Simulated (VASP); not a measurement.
# GeCl5 (P4/mmm) in VASP: further runs

Runs on GeCl5. Level: PBE. Tasks: single point, relaxation of cell and atoms.

Program: VASP 6.6.1. These are calculated values, not measurements. Logs are shortened: lines on timing, memory, paths and dates and some standing lists are left out, and cuts for length are marked.

## (1) The cell of the first run

Symmetry: P4/mmm, No. 123, tetragonal system. The conventional cell has a = 4.709 Å, b = 4.709 Å, c = 6.920 Å, α = 90.00°, β = 90.00°, γ = 90.00°. Ge (site symmetry 4/mmm) has 8 Cl at 2.75 Å within 3.6 Å. Within 3.6 Å of Cl (site symmetry 2mm) lie 2 Ge at 2.75 Å and 7 Cl at 2.85 to 3.33 Å. Within 4.1 Å of Cl (site symmetry 4/mmm) lie 8 Cl at 3.11 Å.

The cell was generated, and may not be a known phase.

## (2) Single point, PBE

Input file INCAR:

```
SYSTEM = GeCl5
ALGO = Fast
EDIFF = 1E-6
ENCUT = 520
GGA = PE
ISIF = 2
ISMEAR = 0
LASPH = .TRUE.
LCHARG = .TRUE.
LELF = .TRUE.
LREAL = .FALSE.
LVHAR = .TRUE.
LWAVE = .FALSE.
NBANDS = 34
NELM = 100
PREC = Accurate
SIGMA = 0.1
```

Input file KPOINTS:

```
k-points
0
G
  4 4 2
  0 0 0
```

Input file POSCAR:

```
GeCl5
1.0
    4.7090579409      0.0000000000      0.0000000000
    0.0000000000      4.7090579409      0.0000000000
    0.0000000000      0.0000000000      6.9201800682
Ge Cl
1 5
Direct
    0.5000000000      0.5000000000      0.0000000000
    0.0000000000      0.5000000000      0.2058203426
    0.5000000000      0.0000000000      0.2058203426
    0.0000000000      0.5000000000      0.7941796574
    0.5000000000      0.0000000000      0.7941796574
    0.0000000000      0.0000000000      0.5000000000
```

Potentials or basis: VASP PAW PBE potentials, release 64 (Ge_d, Cl).

Run with:

```bash
$ cat potpaw_PBE.64/Ge_d/POTCAR potpaw_PBE.64/Cl/POTCAR > POTCAR
$ mpirun -np 1 vasp_std > vasp.out
```

OUTCAR:

```text
SYSTEM = GeCl5
   EDIFF = 1E-6
   ENCUT = 520
   GGA = PE
   ISIF = 2
   ISMEAR = 0
   LASPH = .TRUE.
   LREAL = .FALSE.
   NELM = 100
   PREC = Accurate

 ion  position               nearest neighbor table
   1  0.500  0.500  0.000-   2 2.75   3 2.75   4 2.75   5 2.75   3 2.75   5 2.75   2 2.75   4 2.75

   2  0.000  0.500  0.206-   1 2.75   1 2.75
   3  0.500  0.000  0.206-   1 2.75   1 2.75
   4  0.000  0.500  0.794-   1 2.75   1 2.75
   5  0.500  0.000  0.794-   1 2.75   1 2.75
   6  0.000  0.000  0.500-

  LATTYP: Found a simple tetragonal cell.
 ALAT       =     4.7090579409
 C/A-ratio  =     1.4695465962

  Lattice vectors:

 A1 = (   4.7090579409,   0.0000000000,   0.0000000000)
 A2 = (   0.0000000000,   4.7090579409,   0.0000000000)
 A3 = (   0.0000000000,   0.0000000000,   6.9201800682)

Analysis of symmetry for initial positions (statically):
=====================================================================
 Subroutine PRICEL returns:
 Original cell was already a primitive cell.

 Routine SETGRP: Setting up the symmetry group for a
 simple tetragonal supercell.

 Subroutine GETGRP returns: Found 16 space group operations
 (whereof 16 operations were pure point group operations)
 out of a pool of 16 trial point group operations.

The static configuration has the point symmetry D_4h.

Analysis of symmetry for dynamics (positions and initial velocities):
=====================================================================
 Subroutine PRICEL returns:
 Original cell was already a primitive cell.

 Routine SETGRP: Setting up the symmetry group for a
 simple tetragonal supercell.

 Subroutine GETGRP returns: Found 16 space group operations
 (whereof 16 operations were pure point group operations)
 out of a pool of 16 trial point group operations.

The dynamic configuration has the point symmetry D_4h.

 Subroutine INISYM returns: Found 16 space group operations
 (whereof 16 operations are pure point group operations),
 and found     1 'primitive' translations

----------------------------------------------------------------------------------------

[... 85 lines left out ...]
   ENCUT  =  520.0 eV  38.22 Ry    6.18 a.u.   8.76  8.76 12.87*2*pi/ulx,y,z
   NELM   =    100;   NELMIN=  2; NELMDL= -5     # of ELM steps
   EDIFF  = 0.1E-05   stopping-criterion for ELM
   LREAL  =      F    real-space projection
   EDIFFG = 0.1E-04   stopping-criterion for IOM
   NSW    =      0    number of steps for IOM
   IBRION =     -1    ionic relax: 0-MD 1-quasi-New 2-CG
   NFREE  =      0    steps in history (QN), initial steepest desc. (CG)
   ISIF   =      2    stress and relaxation
   ISYM   =      2    0-nonsym 1-usesym 2-fastsym
   POTIM  = 0.5000    time-step for ionic-motion
   TEBEG  =    0.0;   TEEND  =   0.0 temperature during run
   PSTRESS=    0.0 pullay stress
   NELECT =      49.0000    total number of electrons
   NUPDOWN=      -1.0000    fix difference up-down
   EMIN   =  10.00;   EMAX   =-10.00  energy-range for DOS
   EFERMI =   0.00;   METHOD = LEGACY
   ISMEAR =     0;   SIGMA  =   0.10  broadening in eV -4-tet -1-fermi 0-gaus
   EFERMI_NEDOS =   21; number of points for ismear=-14 and -15
   IALGO  =     68    algorithm
   IMIX   =      4    mixing-type and parameters
     AMIX     =   0.40;   BMIX     =  1.00
     AMIX_MAG =   1.60;   BMIX_MAG =  1.00
  volume/ion in A,a.u.               =      25.58       172.60
  Fermi-wavevector in a.u.,A,eV,Ry     =   1.118953  2.114514 17.035242  1.252055
  Thomas-Fermi vector in A             =   2.255588
   LORBIT       =      0    0 simple, 1 ext, 2 COOP (PROOUT), +10 PAW based schemes
   GGA     = PE    functional components
   LHFCALC =     F    Hartree Fock is set to
   AEXX    =    0.0000 exact exchange contribution
   IVDW    =     0    specifies the selected vdW correction
   LEPSILON=     F    determine dielectric tensor
   LRPA    =     F    only Hartree local field effects (RPA)
 non-spin polarized calculation
 RMM-DIIS sequential band-by-band and
 Gauss-broadening in eV      SIGMA  =   0.10
  energy-cutoff  :      520.00
  volume of cell :      153.46
 maximum number of plane-waves:      4184
 NGX is ok and might be reduce to    36
   NGX = 17   NGY = 17   NGZ = 25

 number of electron      49.0000004 magnetization

 Free energy of the ion-electron system (eV)
  ---------------------------------------------------
  ext. energy  EPLUGINS =         0.00000000
  ---------------------------------------------------
  free energy    TOTEN  =       -13.06257648 eV

  energy without entropy =      -13.02073065  energy(sigma->0) =      -13.04165357

 E-fermi :   0.5887     XC(G=0):  -8.4996

 val. band max:        0.5702155131   @ k =   0.5000   0.5000   0.0000
 cond. band min:       0.6017965664   @ k =   0.5000   0.5000   0.5000
 fundamental gap:      0.0315810533
 Fermi energy:         0.5886506752

 k-point     1 :       0.0000    0.0000    0.0000
  band No.  band energies     occupation
      1     -23.4776      2.00000
      2     -23.4760      2.00000
      3     -23.4760      2.00000
      4     -23.4751      2.00000
      5     -23.4672      2.00000
      6     -14.2286      2.00000
[... 433 lines left out ...]
     33      11.1353      0.00000
     34      11.4690      0.00000

------------------------ aborting loop because EDIFF is reached ----------------------------------------

  FORCE on cell =-STRESS in cart. coord.  units (eV):
  Direction    XX          YY          ZZ          XY          YZ          ZX
  --------------------------------------------------------------------------------------
  -------------------------------------------------------------------------------------
  Total        0.2349507      0.2349507      0.0521086      0.0000000     -0.0000000     -0.0000000
  in kB        2.4530248      2.4530248      0.5440446      0.0000000     -0.0000000     -0.0000000
  external PRESSURE =       1.8166981 kB  Pullay stress =       0.0000000 kB

 VOLUME and BASIS-vectors are now :
 -----------------------------------------------------------------------------
  energy-cutoff  :      520.00
  volume of cell :      153.46
      direct lattice vectors                 reciprocal lattice vectors
     4.709057941  0.000000000  0.000000000     0.212356699  0.000000000  0.000000000
     0.000000000  4.709057941  0.000000000     0.000000000  0.212356699  0.000000000
     0.000000000  0.000000000  6.920180068     0.000000000  0.000000000  0.144504910

 POSITION                                       TOTAL-FORCE (eV/Angst)
 -----------------------------------------------------------------------------------
      2.35453      2.35453      0.00000         0.000000     -0.000000     -0.000000
      0.00000      2.35453      1.42431        -0.000000      0.000000     -0.010817
      2.35453      0.00000      1.42431        -0.000000      0.000000     -0.010817
      0.00000      2.35453      5.49587         0.000000     -0.000000      0.010817
      2.35453      0.00000      5.49587        -0.000000      0.000000      0.010817
      0.00000      0.00000      3.46009         0.000000     -0.000000     -0.000000
 -----------------------------------------------------------------------------------
    total drift:                                0.000000      0.000000      0.000000

  FREE ENERGIE OF THE ION-ELECTRON SYSTEM (eV)
  ---------------------------------------------------
  free  energy   TOTEN  =       -13.0625764821 eV

  energy  without entropy=      -13.0207306498  energy(sigma->0) =      -13.04165357
```

OSZICAR:

```text
N       E                     dE             d eps       ncg     rms          rms(c)
DAV:   1     0.479846457342E+03    0.47985E+03   -0.21406E+04  1068   0.201E+03
DAV:   2     0.558796999253E+02   -0.42397E+03   -0.40017E+03   994   0.644E+02
DAV:   3    -0.102893805835E+02   -0.66169E+02   -0.63936E+02   982   0.141E+02
DAV:   4    -0.136091320077E+02   -0.33198E+01   -0.33074E+01   952   0.406E+01
DAV:   5    -0.137139113138E+02   -0.10478E+00   -0.10472E+00  1096   0.678E+00    0.830E+00
RMM:   6    -0.130914844044E+02    0.62243E+00   -0.72491E-01  1102   0.457E+00    0.503E+00
RMM:   7    -0.131733290993E+02   -0.81845E-01   -0.31246E-01  1088   0.253E+00    0.326E+00
RMM:   8    -0.130600200526E+02    0.11331E+00   -0.82338E-02  1159   0.142E+00    0.145E+00
RMM:   9    -0.130629973300E+02   -0.29773E-02   -0.21173E-02  1116   0.957E-01    0.251E-01
RMM:  10    -0.130624173157E+02    0.58001E-03   -0.41572E-03  1210   0.401E-01    0.954E-02
RMM:  11    -0.130625576128E+02   -0.14030E-03   -0.13507E-03  1274   0.203E-01    0.552E-02
RMM:  12    -0.130625679049E+02   -0.10292E-04   -0.18057E-04  1215   0.751E-02    0.148E-02
RMM:  13    -0.130625780210E+02   -0.10116E-04   -0.52402E-05  1220   0.388E-02    0.121E-02
RMM:  14    -0.130625769393E+02    0.10817E-05   -0.11346E-05  1121   0.171E-02    0.575E-03
RMM:  15    -0.130625764821E+02    0.45719E-06   -0.20713E-06   727   0.813E-03
   1 F= -.13062576E+02 E0= -.13041654E+02  d E =-.418458E-01
```

It took 1.7 min on 1 thread of Oxide Virtual Turin-like, shared host; peak memory 0.23 GiB.

Results:

```yaml
Free_energy: -13.0626 eV
Pressure: 0.2 GPa
Largest_force: 0.011 eV/Å
Band_gap_on_the_k_mesh: zero (an odd number of electrons rules out a gap without spin polarisation)
```

Forces in eV/Å, atoms in the order of the input:
```
Ge   0.000  0.000  0.000
Cl   0.000  0.000 -0.011
Cl   0.000  0.000 -0.011
Cl   0.000  0.000  0.011
Cl   0.000  0.000  0.011
Cl   0.000  0.000  0.000
```

Levels at points of the mesh, in eV from the Fermi level:
```
           k point  band 21  band 22  band 23  band 24  band 25  band 26  band 27  band 28
(0.00, 0.00, 0.00)    -0.44    -0.44    -0.32    -0.32    -0.02     0.04     2.68     4.86
(0.50, 0.00, 0.00)    -0.66    -0.59    -0.47    -0.39     0.02     0.46     4.62     4.67
(0.50, 0.50, 0.00)    -0.37    -0.32    -0.32    -0.18    -0.02     0.05     4.29     4.29
(0.00, 0.00, 0.50)    -1.02    -1.02    -0.78    -0.40     0.06     0.06     2.55     4.81
(0.50, 0.00, 0.50)    -1.21    -0.63    -0.17    -0.10     0.06     0.46     4.64     4.76
(0.50, 0.50, 0.50)    -0.44    -0.33    -0.05     0.01     0.46     0.46     4.29     4.29
```

Caveat: the k points lie up to 0.45 Å⁻¹ apart, too coarse for converged energies and pressures of a metal; an odd number of electrons without spin polarisation forces a metal; a magnetic or distorted state may lie lower.

## (3) Single point, PBE

This run uses another cell than the first one, of 27.02 Å³/atom.

Input file INCAR:

```
PREC = Accurate
ENCUT = 520
EDIFF = 1E-6
ISMEAR = 0
SIGMA = 0.1
LREAL = F
LASPH = T
NELM = 60
ALGO = Normal
ISIF = 2
LWAVE = F
LCHARG = F
GGA = PE
NBANDS = 34
```

Input file KPOINTS:

```
regular mesh
0
Gamma
  4 4 2
```

Input file POSCAR:

```
GeCl5
1.0
    4.5906959000      0.0000000000      0.0000000000
    0.0000000000      4.5906959000      0.0000000000
    0.0000000000      0.0000000000      7.6937174400
Ge Cl
1 5
Direct
    0.5000000000      0.5000000000      0.0000000000
    0.0000000000      0.5000000000      0.2681678100
    0.5000000000      0.0000000000      0.2681678100
    0.0000000000      0.5000000000      0.7318321900
    0.5000000000      0.0000000000      0.7318321900
    0.0000000000      0.0000000000      0.5000000000
```

Potentials or basis: VASP PAW PBE potentials, release 64 (Ge_d, Cl).

Run with:

```bash
$ cat potpaw_PBE.64/Ge_d/POTCAR potpaw_PBE.64/Cl/POTCAR > POTCAR
$ mpirun -np 1 vasp_std > vasp.out
```

Wall time 1.8 min (1 thread of Oxide Virtual Turin-like, shared host); peak memory 0.24 GiB.

The run converged. Its results:

- Free energy: -11.8939 eV
- Pressure: -1.9 GPa
- Largest force: 0.926 eV/Å
- Band gap on the k mesh: zero (an odd number of electrons rules out a gap without spin polarisation)

Forces in eV/Å, atoms in the order of the input:
```
Ge   0.000  0.000  0.000
Cl   0.000  0.000 -0.926
Cl   0.000  0.000 -0.926
Cl   0.000  0.000  0.926
Cl   0.000  0.000  0.926
Cl   0.000  0.000  0.000
```

Stress tensor (GPa, compression positive):
```
 0.19  0.00  0.00
 0.00  0.19  0.00
 0.00  0.00 -6.15
```

Levels at points of the mesh, in eV from the Fermi level:
| k point | band 22 | band 23 | band 24 | band 25 | band 26 | band 27 |
| --- | --- | --- | --- | --- | --- | --- |
| (0.00, 0.00, 0.00) | -0.78 | -0.38 | -0.38 | 0.14 | 0.14 | 2.69 |
| (0.50, 0.00, 0.00) | -1.26 | -1.13 | -0.09 | -0.09 | 0.30 | 2.53 |
| (0.50, 0.50, 0.00) | -0.20 | -0.11 | -0.07 | -0.04 | -0.01 | 2.88 |
| (0.00, 0.00, 0.50) | -0.52 | -0.52 | -0.47 | 0.18 | 0.18 | 2.47 |
| (0.50, 0.00, 0.50) | -1.40 | -0.73 | -0.03 | 0.01 | 0.20 | 2.89 |
| (0.50, 0.50, 0.50) | -0.09 | -0.07 | -0.06 | -0.06 | -0.05 | 2.92 |

Caveat: the k points lie up to 0.41 Å⁻¹ apart, too coarse for converged energies and pressures of a metal; an odd number of electrons without spin polarisation forces a metal; a magnetic or distorted state may lie lower.

(Part 1 of 2 ends here.)

The gap in the log of VASP goes by the Fermi energy; the results here count the filled bands.